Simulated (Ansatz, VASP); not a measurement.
# Two plane-wave programs on Si2W

The input INCAR:

```
PREC     = Accurate       # precision mode
ENCUT    = 520            # plane-wave cutoff, eV
EDIFF    = 1E-6           # SCF threshold, eV
ISMEAR   = -1             # smearing method
SIGMA    = 0.05           # smearing width, eV
LREAL    = F              # projectors in reciprocal space
LASPH    = T              # aspherical terms in the spheres
NELM     = 80             # most SCF steps
ALGO     = Normal         # electronic algorithm
ISIF     = 2              # what is computed and relaxed
LWAVE    = F              # write WAVECAR
LCHARG   = F              # write CHGCAR
GGA      = PE             # functional
NBANDS   = 18             # bands
```

KPOINTS

```
Automatic mesh
0
Gamma
  12 12 12
```

POSCAR

```
Si2W
1.0
   -1.5740969181      1.5740969181      3.8350306363
    1.5740969181     -1.5740969181      3.8350306363
    1.5740969181      1.5740969181     -3.8350306363
W Si
1 2
Direct
    0.0000000000      0.0000000000      0.0000000000
    0.6653000000      0.6653000000      0.0000000000
    0.3347000000      0.3347000000      0.0000000000
```

input.yaml

```yaml
crystal:
  lattice:
    - [-1.5740969181, 1.5740969181, 3.8350306363]
    - [1.5740969181, -1.5740969181, 3.8350306363]
    - [1.5740969181, 1.5740969181, -3.8350306363]
  atoms:
    - { symbol: W, position: [0.0, 0.0, 0.0] }
    - { symbol: Si, position: [0.6653, 0.6653, 0.0] }
    - { symbol: Si, position: [0.3347, 0.3347, 0.0] }
hamiltonian:
  xc: pbe
  pseudopotentials: { kind: paw }
kpoints:
  mp_grid: { grid: [12, 12, 12] }
scf:
  occupations: { method: fermi_dirac, width: 0.05 }
output:
  forces: true
  stress: true
  eigenvalues: true
  write_density: true
  write_potential: true
  elf: true
  volumetric_format: npy
```

Alike in both runs: task single point; functional PBE; k mesh 12 × 12 × 12; occupations fermi-dirac, width 0.05 eV; no spin polarisation.

|  | VASP | Ansatz |
| --- | --- | --- |
| version | VASP 6.6.1 | Ansatz 0.2.0 |
| potentials or method | VASP PAW PBE potentials, release 64 (W_sv, Si) | Ansatz PAW |
| plane-wave cutoff (eV) | 520 | 420 |
| valence electrons in the cell | 22 | 22 |

|  | VASP | Ansatz | Ansatz less VASP |
| --- | --- | --- | --- |
| gap on the k mesh at the Fermi level (eV) | none | none | - |
| pressure (GPa) | 20.1 | 19.9 | -0.14 |
| traceless stress, the component that is largest in VASP (GPa) | 1.84 | 1.92 | +0.082 |
| rms of the force components (eV/Å) | 0.123 | 0.121 | -0.0019 |

Atom by atom the forces differ by 0.002 eV/Å (rms over components). A gap of «none» marks a metal or a gap that the smearing closes.

Neither program's run includes spin-orbit coupling.
